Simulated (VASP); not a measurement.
# NaF (Villiaumite): single point with PBEsol+D3(BJ)

NaF (Villiaumite):

```
Na F
1.0
     0.00428    2.33340    2.33559
     2.34738   -0.02434    2.36422
     2.30355    2.31820    0.01949
Na F
1 1
Direct
  0.00044 0.03083 0.97207
  0.48391 0.51708 0.53306
```

| Property | Result |
| --- | --- |
| Program | VASP 6.6.1 |
| Task | single point |
| Functional | PBEsol |
| Dispersion | D3(BJ) |
| Potentials or basis | VASP PAW PBE potentials, release 64 (Na_pv, F) |
| Cutoff | 520 eV |
| k mesh | 4 × 4 × 4 |
| Occupations | gaussian, width 0.01 eV |
| Spin | no spin polarisation |
| Dipole correction | no |
| Further INCAR settings | ALGO = Normal; EDIFF = 1e-06; NBANDS = 14 |

```yaml
Pressure: -2.6 GPa
Largest_force: 0.336 eV/Å
Band_gap_on_the_k_mesh: 6.01 eV, direct
Dispersion_energy_per_atom: -0.159 eV
```

Forces on the atoms (eV/Å):
```
Na   0.237  0.201 -0.125
F   -0.237 -0.201  0.125
```

Stress tensor (GPa, compression positive):
```
-1.93  0.19 -0.38
 0.19 -2.55  0.28
-0.38  0.28 -3.20
```

Levels at points of the mesh, in eV from the valence-band top:
| k point | band 3 | band 4 | band 5 | band 6 | band 7 | band 8 | band 9 | band 10 | band 11 | band 12 |
| --- | --- | --- | --- | --- | --- | --- | --- | --- | --- | --- |
| (0.00, 0.00, 0.00) | -18.85 | -18.78 | -0.08 | -0.04 | 0.00 | 6.01 | 18.35 | 18.73 | 19.10 | 21.26 |
| (0.50, 0.00, 0.00) | -18.86 | -18.07 | -1.60 | -0.31 | -0.25 | 10.44 | 12.12 | 19.40 | 19.80 | 22.45 |
| (0.00, 0.50, 0.00) | -18.86 | -18.06 | -1.62 | -0.26 | -0.22 | 10.43 | 11.92 | 19.67 | 20.04 | 22.63 |
| (0.50, 0.50, 0.00) | -18.90 | -18.64 | -1.30 | -0.47 | -0.40 | 12.68 | 13.05 | 13.27 | 19.14 | 19.71 |
| (0.00, 0.00, 0.50) | -18.86 | -18.11 | -1.59 | -0.33 | -0.30 | 10.48 | 12.26 | 19.49 | 19.59 | 22.39 |
| (0.50, 0.00, 0.50) | -18.90 | -18.63 | -1.29 | -0.48 | -0.39 | 12.64 | 13.03 | 13.33 | 19.09 | 19.71 |
| (0.00, 0.50, 0.50) | -18.90 | -18.62 | -1.28 | -0.45 | -0.43 | 12.70 | 12.99 | 13.35 | 19.30 | 19.36 |
| (0.50, 0.50, 0.50) | -18.86 | -18.08 | -1.60 | -0.31 | -0.24 | 10.44 | 12.10 | 19.46 | 19.85 | 22.45 |

It took 9.2 s on 1 thread of Intel(R) Xeon(R) Platinum 8488C (Sapphire Rapids) (shared host), peak memory 0.15 GiB.

Caveat: the k points lie up to 0.59 Å⁻¹ apart; three body term missing; the PAW data sets were made with another functional, which shifts forces and pressure a little.
